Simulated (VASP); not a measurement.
Set up this calculation in VASP 6.6.1, as the native input.

| Quantity | Value |
| --- | --- |
| Task | single point |
| Functional | LDA |
| Potentials or basis | VASP PAW LDA potentials, release 64 (Cd, Se) |
| Cutoff | 520 eV |
| k mesh | 8 × 8 × 8 |
| Occupations | fermi-dirac, width 0.05 eV |
| Spin | no spin polarisation |
| Dipole correction | no |
| Further INCAR settings | ALGO = Normal; EDIFF = 1e-07; NBANDS = 16 |

The structure of CdSe lies in POSCAR:

```
CdSe
1.0
    0.0000000000      2.8152893338      2.8152893338
    2.8152893338      0.0000000000      2.8152893338
    2.8152893338      2.8152893338      0.0000000000
Cd Se
1 1
Direct
    0.0000000000      0.0000000000      0.0000000000
    0.5000000000      0.5000000000      0.5000000000
```

This cell differs from its parent crystal: volume scaled by 0.94.

The input as run:

INCAR

```
SYSTEM = CdSe
ALGO = Normal
EDIFF = 1E-7
ENCUT = 520
ISIF = 2
ISMEAR = -1
LASPH = .True.
LCHARG = .False.
LREAL = .False.
LWAVE = .False.
NBANDS = 16
NELM = 80
PREC = Accurate
SIGMA = 0.05
```

KPOINTS

```
k-points
0
Gamma
  8 8 8
  0 0 0
```

Potentials or basis: VASP PAW LDA potentials, release 64 (Cd, Se).

Run with:

```sh
$ cat potpaw_LDA.64/Cd/POTCAR potpaw_LDA.64/Se/POTCAR > POTCAR
$ mpirun -np 1 vasp_std > vasp.out
```

Results of the run:

- Pressure: -2.0 GPa
- Band gap on the k mesh: zero (band 9 reaches 2.75 eV, above the bottom of band 10 at 2.09 eV)

Wall time 9.1 s on 1 thread of Intel(R) Xeon(R) 6975P-C (Granite Rapids) (shared host), peak memory 0.15 GiB.
